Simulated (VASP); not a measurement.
Here is a VASP 6.6.1 calculation.

File INCAR:

```
  ALGO = Normal
  EDIFF = 1E-6
  ENCUT = 520
  GGA = PE
  ISIF = 2
  ISMEAR = -1
  LASPH = T
  LCHARG = T
  LELF = T
  LREAL = F
  LVHAR = T
  LWAVE = F
  NBANDS = 16
  NELM = 100
  PREC = Accurate
  SIGMA = 0.03
```

File KPOINTS:

```
k-points
0
Gamma
  5 5 5
```

File POSCAR:

```
CuI
1.0
    0.0000000000      3.0315000000      3.0315000000
    3.0315000000      0.0000000000      3.0315000000
    3.0315000000      3.0315000000      0.0000000000
I Cu
1 1
Direct
    0.0000000000      0.0000000000      0.0000000000
    0.7500000000      0.7500000000      0.7500000000
```

Potentials or basis: VASP PAW PBE potentials, release 64 (I, Cu).

The run is started by

```console
$ cat potpaw_PBE.64/I/POTCAR potpaw_PBE.64/Cu/POTCAR > POTCAR
$ mpirun -np 1 vasp_std > vasp.out
```

**Question.** Predict the band gap on the k mesh.

**Answer.** 1.14 eV.

**Question.** What does it give for the pressure?

**Answer.** 0.5 GPa.

Caveat: spin-orbit coupling is left out, which moves the levels of the heavy elements. Expect the measured gap to be larger: semilocal functionals such as PBE lack the derivative discontinuity.
